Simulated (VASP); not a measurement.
# Ga (P6/mmm) in VASP: a series of runs

Runs on Ga. Level: PBE. Tasks: single point, relaxation of shape and atoms at fixed volume.

Program: VASP 6.6.1. These are calculated values, not measurements. Logs are shortened: lines on timing, memory, paths and dates and some standing lists are left out, and cuts for length are marked.

## Step 1: The cell of the first run

The structure is hexagonal, space group P6/mmm (No. 191). The conventional cell has a = 4.693 Å, b = 4.693 Å, c = 3.034 Å, α = 90.00°, β = 90.00°, γ = 120.00°. Ga (site symmetry 6/mmm) has 14 Ga at 3.03 to 3.11 Å within 4.0 Å. Within 3.6 Å of Ga (site symmetry -6m2) lie 11 Ga at 2.71 to 3.11 Å.

## Step 2: Single point, PBE

INCAR reads:

```
SYSTEM = Ga
ALGO = Normal
EDIFF = 1E-6
ENCUT = 520
GGA = PE
ISIF = 2
ISMEAR = -1
LASPH = .True.
LCHARG = .False.
LREAL = .False.
LWAVE = .False.
NBANDS = 26
NELM = 80
PREC = Accurate
SIGMA = 0.05
```

KPOINTS reads:

```
k-points
0
Gamma
  8 8 10
  0 0 0
```

POSCAR reads:

```
Ga
1.0
    4.6934052896      0.0000000000      0.0000000000
   -2.3467026448      4.0646082111      0.0000000000
    0.0000000000      0.0000000000      3.0343092464
Ga
3
Direct
    0.0000000000      0.0000000000      0.0000000000
    0.3333333333      0.6666666667      0.5000000000
    0.6666666667      0.3333333333      0.5000000000
```

Potentials or basis: VASP PAW PBE potentials, release 64 (Ga_d).

The run is started by

```
$ cat potpaw_PBE.64/Ga_d/POTCAR > POTCAR
$ mpirun -np 1 vasp_std > vasp.out
```

OUTCAR:

```text
SYSTEM = Ga
   EDIFF = 1E-6
   ENCUT = 520
   GGA = PE
   ISIF = 2
   ISMEAR = -1
   LASPH = .True.
   LREAL = .False.
   NELM = 80
   PREC = Accurate

 ion  position               nearest neighbor table
   1  0.000  0.000  0.000-
   2  0.333  0.667  0.500-   3 2.71   3 2.71   3 2.71
   3  0.667  0.333  0.500-   2 2.71   2 2.71   2 2.71

  LATTYP: Found a hexagonal cell.
 ALAT       =     4.6934052896
 C/A-ratio  =     0.6465048423

  Lattice vectors:

 A1 = (   4.6934052896,   0.0000000000,   0.0000000000)
 A2 = (  -2.3467026448,   4.0646082111,   0.0000000000)
 A3 = (   0.0000000000,   0.0000000000,   3.0343092464)

Analysis of symmetry for initial positions (statically):
=====================================================================
 Subroutine PRICEL returns:
 Original cell was already a primitive cell.

 Routine SETGRP: Setting up the symmetry group for a
 hexagonal supercell.

 Subroutine GETGRP returns: Found 24 space group operations
 (whereof 24 operations were pure point group operations)
 out of a pool of 24 trial point group operations.

The static configuration has the point symmetry D_6h.

Analysis of symmetry for dynamics (positions and initial velocities):
=====================================================================
 Subroutine PRICEL returns:
 Original cell was already a primitive cell.

 Routine SETGRP: Setting up the symmetry group for a
 hexagonal supercell.

 Subroutine GETGRP returns: Found 24 space group operations
 (whereof 24 operations were pure point group operations)
 out of a pool of 24 trial point group operations.

The dynamic configuration has the point symmetry D_6h.

 Subroutine INISYM returns: Found 24 space group operations
 (whereof 24 operations are pure point group operations),
 and found     1 'primitive' translations

----------------------------------------------------------------------------------------

                                     Primitive cell

  volume of cell :      57.8851

  direct lattice vectors                    reciprocal lattice vectors
     4.693405290  0.000000000  0.000000000     0.213064915  0.123013086  0.000000000
    -2.346702645  4.064608211  0.000000000     0.000000000  0.246026172  0.000000000
     0.000000000  0.000000000  3.034309246     0.000000000  0.000000000  0.329564299

  length of vectors
     4.693405290  4.693405290  3.034309246     0.246026172  0.246026172  0.329564299

  position of ions in fractional coordinates (direct lattice)
     0.000000000  0.000000000  0.000000000
     0.333333333  0.666666667  0.500000000
     0.666666667  0.333333333  0.500000000

  ion indices of the primitive-cell ions
   primitive index   ion index
                 1           1
                 2           2
                 3           3

----------------------------------------------------------------------------------------

 KPOINTS: k-points

Automatic generation of k-mesh.
 Grid dimensions read from file:
 generate k-points for:    8    8   10

 Generating k-lattice:

  Cartesian coordinates                     Fractional coordinates (reciprocal lattice)
     0.026633114  0.015376636  0.000000000     0.125000000 -0.000000000  0.000000000
     0.000000000  0.030753272  0.000000000     0.000000000  0.125000000  0.000000000
     0.000000000  0.000000000  0.032956430     0.000000000  0.000000000  0.100000000

  Length of vectors
     0.030753272  0.030753272  0.032956430

  Shift w.r.t. Gamma in fractional coordinates (k-lattice)
     0.000000000  0.000000000  0.000000000

 Subroutine IBZKPT returns following result:
 ===========================================

 Found     60 irreducible k-points:

 Following reciprocal coordinates:
            Coordinates               Weight
  0.000000  0.000000  0.000000      1.000000
  0.125000  0.000000  0.000000      6.000000
  0.250000  0.000000  0.000000      6.000000
  0.375000  0.000000  0.000000      6.000000
  0.500000  0.000000  0.000000      3.000000
  0.125000  0.125000  0.000000      6.000000
[... 16 lines left out ...]
  0.250000  0.000000  0.200000     12.000000
  0.375000  0.000000  0.200000     12.000000
 [... further k-points ...]
   k-points           NKPTS =     60   k-points in BZ     NKDIM =     60   number of bands    NBANDS=     26
   number of dos      NEDOS =    301   number of ions     NIONS =      3
   total plane-waves  NPLWV =  31104
   dimension x,y,z NGX =    36 NGY =   36 NGZ =   24
   dimension x,y,z NGXF=    72 NGYF=   72 NGZF=   48
   ions per type =               3
   NGX,Y,Z   is equivalent  to a cutoff of  12.75, 12.75, 13.15 a.u.
   NGXF,Y,Z  is equivalent  to a cutoff of  25.50, 25.50, 26.30 a.u.
 SYSTEM =  Ga
   PREC   = accura    normal or accurate (medium, high low for compatibility)
   ISTART =      0    job   : 0-new  1-cont  2-samecut
   ICHARG =      2    charge: 1-file 2-atom 10-const
   ISPIN  =      1    spin polarized calculation?
   LNONCOLLINEAR =      F non collinear calculations
   LSORBIT =      F    spin-orbit coupling
   LASPH  =      T    aspherical Exc in radial PAW
   ENCUT  =  520.0 eV  38.22 Ry    6.18 a.u.   8.73  8.73  5.64*2*pi/ulx,y,z
   NELM   =     80;   NELMIN=  2; NELMDL= -5     # of ELM steps
   EDIFF  = 0.1E-05   stopping-criterion for ELM
   LREAL  =      F    real-space projection
   EDIFFG = 0.1E-04   stopping-criterion for IOM
   NSW    =      0    number of steps for IOM
   IBRION =     -1    ionic relax: 0-MD 1-quasi-New 2-CG
   NFREE  =      0    steps in history (QN), initial steepest desc. (CG)
   ISIF   =      2    stress and relaxation
   ISYM   =      2    0-nonsym 1-usesym 2-fastsym
   POTIM  = 0.5000    time-step for ionic-motion
   TEBEG  =    0.0;   TEEND  =   0.0 temperature during run
   PSTRESS=    0.0 pullay stress
   NELECT =      39.0000    total number of electrons
   NUPDOWN=      -1.0000    fix difference up-down
   EMIN   =  10.00;   EMAX   =-10.00  energy-range for DOS
   EFERMI =   0.00;   METHOD = LEGACY
   ISMEAR =    -1;   SIGMA  =   0.05  broadening in eV -4-tet -1-fermi 0-gaus
   EFERMI_NEDOS =   21; number of points for ismear=-14 and -15
   IALGO  =     38    algorithm
   IMIX   =      4    mixing-type and parameters
     AMIX     =   0.40;   BMIX     =  1.00
     AMIX_MAG =   1.60;   BMIX_MAG =  1.00
  volume/ion in A,a.u.               =      19.30       130.21
  Fermi-wavevector in a.u.,A,eV,Ry     =   1.435184  2.712104 28.024632  2.059752
  Thomas-Fermi vector in A             =   2.554510
   LORBIT       =      0    0 simple, 1 ext, 2 COOP (PROOUT), +10 PAW based schemes
   GGA     = PE    functional components
   LHFCALC =     F    Hartree Fock is set to
   AEXX    =    0.0000 exact exchange contribution
   IVDW    =     0    specifies the selected vdW correction
   LEPSILON=     F    determine dielectric tensor
   LRPA    =     F    only Hartree local field effects (RPA)
 non-spin polarized calculation
  energy-cutoff  :      520.00
  volume of cell :       57.89
 maximum number of plane-waves:      1589
 NGX is ok and might be reduce to    36
   NGX = 17   NGY = 17   NGZ = 11

 number of electron      39.0000046 magnetization

 Free energy of the ion-electron system (eV)
  ---------------------------------------------------
  ext. energy  EPLUGINS =         0.00000000
  ---------------------------------------------------
  free energy    TOTEN  =        -8.60814774 eV

  energy without entropy =       -8.60031376  energy(sigma->0) =       -8.60423075

 E-fermi :   5.3178     XC(G=0): -10.8989

 val. band max:        5.2673518659   @ k =   0.2500   0.1250   0.3000
 cond. band min:       5.3396148295   @ k =   0.3750   0.0000   0.5000
 fundamental gap:      0.0722629636
 Fermi energy:         5.3178389150

 k-point     1 :       0.0000    0.0000    0.0000
  band No.  band energies     occupation
      1      -9.7256      2.00000
      2      -9.5711      2.00000
      3      -9.5711      2.00000
      4      -9.5269      2.00000
      5      -9.5251      2.00000
      6      -9.5084      2.00000
[... 18 lines left out ...]
     25      16.8752      0.00000
     26      16.9124      0.00000

 k-point     2 :       0.1250    0.0000    0.0000
  band No.  band energies     occupation
      1      -9.7193      2.00000
      2      -9.5987      2.00000
      3      -9.5941      2.00000
      4      -9.5356      2.00000
      5      -9.5221      2.00000
      6      -9.5220      2.00000
[... 18 lines left out ...]
     25      16.3714      0.00000
     26      16.5958      0.00000

 k-point     3 :       0.2500    0.0000    0.0000
  band No.  band energies     occupation
      1      -9.7040      2.00000
      2      -9.6453      2.00000
      3      -9.6290      2.00000
      4      -9.5565      2.00000
      5      -9.5415      2.00000
      6      -9.5230      2.00000
[... 18 lines left out ...]
     25      14.8318      0.00000
     26      15.0833      0.00000

 k-point     4 :       0.3750    0.0000    0.0000
  band No.  band energies     occupation
      1      -9.7000      2.00000
      2      -9.6679      2.00000
      3      -9.6527      2.00000
      4      -9.5758      2.00000
      5      -9.5551      2.00000
      6      -9.5261      2.00000
[... 18 lines left out ...]
     25      13.4808      0.00000
     26      13.6817      0.00000
[... 496 lines left out ...]
      1      -9.6650      2.00000
      2      -9.6089      2.00000
      3      -9.6062      2.00000
      4      -9.5787      2.00000
      5      -9.5732      2.00000
      6      -9.5134      2.00000
[... 18 lines left out ...]
     25      12.7550      0.00000
     26      14.2391      0.00000

 k-point    23 :       0.2500    0.0000    0.2000
  band No.  band energies     occupation
      1      -9.6720      2.00000
      2      -9.6403      2.00000
      3      -9.6235      2.00000
      4      -9.5807      2.00000
      5      -9.5649      2.00000
      6      -9.4952      2.00000
[... 18 lines left out ...]
     25      12.1470      0.00000
     26      13.5317      0.00000

 k-point    24 :       0.3750    0.0000    0.2000
  band No.  band energies     occupation
      1      -9.6847      2.00000
      2      -9.6611      2.00000
      3      -9.6251      2.00000
      4      -9.5796      2.00000
      5      -9.5563      2.00000
      6      -9.4975      2.00000
[... 18 lines left out ...]
     25      12.6777      0.00000
     26      12.8493      0.00000

 [... further k-points ...]
[... 5 lines left out ...]
  --------------------------------------------------------------------------------------
  -------------------------------------------------------------------------------------
  Total        0.0639896      0.0639896      0.0375429      0.0000000     -0.0000000      0.0000000
  in kB        1.7711410      1.7711410      1.0391342      0.0000000     -0.0000000      0.0000000
  external PRESSURE =       1.5271387 kB  Pullay stress =       0.0000000 kB

 VOLUME and BASIS-vectors are now :
 -----------------------------------------------------------------------------
  energy-cutoff  :      520.00
  volume of cell :       57.89
      direct lattice vectors                 reciprocal lattice vectors
     4.693405290  0.000000000  0.000000000     0.213064915  0.123013086  0.000000000
    -2.346702645  4.064608211  0.000000000     0.000000000  0.246026172  0.000000000
     0.000000000  0.000000000  3.034309246     0.000000000  0.000000000  0.329564299

 POSITION                                       TOTAL-FORCE (eV/Angst)
 -----------------------------------------------------------------------------------
      0.00000      0.00000      0.00000        -0.000000      0.000000     -0.000000
     -0.00000      2.70974      1.51715         0.000000     -0.000000      0.000000
      2.34670      1.35487      1.51715         0.000000      0.000000     -0.000000
 -----------------------------------------------------------------------------------
    total drift:                                0.000000      0.000000     -0.000000

  FREE ENERGIE OF THE ION-ELECTRON SYSTEM (eV)
  ---------------------------------------------------
  free  energy   TOTEN  =        -8.6081477367 eV

  energy  without entropy=       -8.6003137601  energy(sigma->0) =       -8.60423075
```

Run time: 38 s. Hardware: 1 thread of AMD EPYC 9R45 (Zen 5), shared host; peak memory 0.18 GiB.

What came out:

- Free energy: -8.6081 eV
- Pressure: 0.2 GPa

Levels at points of the mesh, in eV from the Fermi level:
```
           k point  band 16  band 17  band 18  band 19  band 20  band 21  band 22  band 23
(0.00, 0.00, 0.00)   -10.87    -2.55    -2.25    -1.08    -1.08    -0.87    -0.87     4.68
(0.50, 0.00, 0.00)    -8.55    -8.51    -4.11    -3.51     4.61     4.88     5.74     6.10
(0.00, 0.00, 0.50)    -7.25    -6.05     1.22     1.29     1.29     1.73     1.75     2.17
(0.50, 0.00, 0.50)    -5.21    -4.70    -4.13    -3.22    -0.24    -0.11     0.45     1.84
```

## Step 3: Relaxation of shape and atoms at fixed volume, PBE

This run uses another cell than the first one, of 7.72 Å³/atom, 0.400 times its volume.

INCAR reads:

```
SYSTEM = Ga
ALGO = Normal
EDIFF = 1E-6
EDIFFG = -0.005
ENCUT = 600
GGA = PE
IBRION = 2
ISIF = 4
ISMEAR = -1
LASPH = .True.
LCHARG = .False.
LREAL = .False.
LWAVE = .False.
NELM = 60
NSW = 50
PREC = Accurate
SIGMA = 0.05
```

KPOINTS is that of step 2.

POSCAR reads:

```
Ga
1.0
    3.4581305846      0.0000000000      0.0000000000
   -1.7290652923      2.9948289359      0.0000000000
    0.0000000000      0.0000000000      2.2356981681
Ga
3
Direct
    0.0000000000      0.0000000000      0.0000000000
    0.3333333333      0.6666666667      0.5000000000
    0.6666666667      0.3333333333      0.5000000000
```

Potentials or basis: VASP PAW PBE potentials, release 64 (Ga_d).

The run is started by

```
$ cat potpaw_PBE.64/Ga_d/POTCAR > POTCAR
$ mpirun -np 1 vasp_std > vasp.out
```

Run time: 96 s. Hardware: 1 thread of AMD EPYC 9R45 (Zen 5), shared host; peak memory 0.13 GiB.

Results (log left out):

```yaml
Free_energy: 9.4011 eV
Energy_gained_by_relaxing: 71.6 meV/atom
Ionic_steps: 9
Pressure_after_relaxing: 398.4 GPa
```

Stress tensor (GPa, compression positive):
```
398.36   0.00   0.00
  0.00 398.36   0.00
  0.00   0.00 398.47
```

Step by step:
| step | energy change (eV) | largest force (eV/Å) | pressure (GPa) | volume (Å³) |
| --- | --- | --- | --- | --- |
| 1 | 0.0000 | 0.0000 | 402.86 | 23.15 |
| 2 | 0.3204 | 0.0000 | 407.91 | 23.15 |
| 3 | -0.2127 | 0.0000 | 398.34 | 23.15 |
| 4 | -0.2148 | 0.0000 | 398.37 | 23.15 |
| 5 | -0.2149 | 0.0000 | 398.37 | 23.15 |
| 6 | -0.2148 | 0.0000 | 398.36 | 23.15 |
| 7 | -0.2147 | 0.0000 | 398.42 | 23.15 |
| 8 | -0.2149 | 0.0000 | 398.36 | 23.15 |
| 9 | -0.2149 | 0.0000 | 398.39 | 23.15 |

Final structure:
```yaml
crystal:
  lattice:
    - [3.53216, 0.00000, 0.00000]
    - [-1.76608, 3.05894, 0.00000]
    - [0.00000, 0.00000, 2.14296]
  atoms:
    - { symbol: Ga, position: [0.00000, 0.00000, 0.00000] }
    - { symbol: Ga, position: [0.33333, 0.66667, 0.50000] }
    - { symbol: Ga, position: [0.66667, 0.33333, 0.50000] }
```

Levels at points of the mesh, in eV from the Fermi level:
| k point | band 17 | band 18 | band 19 | band 20 | band 21 | band 22 |
| --- | --- | --- | --- | --- | --- | --- |
| (0.00, 0.00, 0.00) | -4.61 | -4.61 | -4.56 | -4.56 | -1.34 | -1.18 |
| (0.50, 0.00, 0.00) | -16.04 | -10.60 | -5.09 | 7.90 | 7.96 | 9.10 |
| (0.00, 0.00, 0.50) | -11.50 | 1.42 | 1.44 | 1.44 | 3.01 | 3.01 |
| (0.50, 0.00, 0.50) | -9.35 | -6.16 | -5.91 | -1.38 | 0.50 | 1.22 |
